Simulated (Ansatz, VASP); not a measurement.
# One calculation of Ru, two programs

```xyz
2
Lattice="2.6895 0.0000 0.0000 -1.3448 2.3292 0.0000 0.0000 0.0000 4.1456" Properties=species:S:1:pos:R:3 pbc="T T T"
Ru    0.0000    1.5528    1.0364
Ru    1.3448    0.7764    3.1092
```

Change from the starting cell: strain +0.000 along x and y, -0.025 along z, atoms carried along.

Alike in both runs: task single point; functional PBEsol; k mesh 24 × 24 × 14; occupations gaussian, width 0.15 eV; no spin polarisation.

|  | VASP | Ansatz |
| --- | --- | --- |
| version | VASP 6.6.1 | Ansatz 0.2.0 |
| potentials or method | VASP PAW PBE potentials, release 64 (Ru_pv), cutoff 520 eV | scalar-relativistic, plane waves, PAW |
| valence electrons in the cell | 28 | 32 |

|  | VASP | Ansatz | Ansatz less VASP |
| --- | --- | --- | --- |
| gap on the k mesh at the Fermi level (eV) | none | none | - |
| pressure (GPa) | 10.1 | 10.1 | 0.00 |
| traceless stress, the component that is largest in VASP (GPa) | 8.67 | 8.64 | -0.027 |

VASP's potentials were made for PBE, not for PBEsol. A gap of «none» marks a metal or a gap that the smearing closes. VASP's potentials hold 28 valence electrons a cell and Ansatz's 32, so a difference there can come from the potentials and not from the codes.
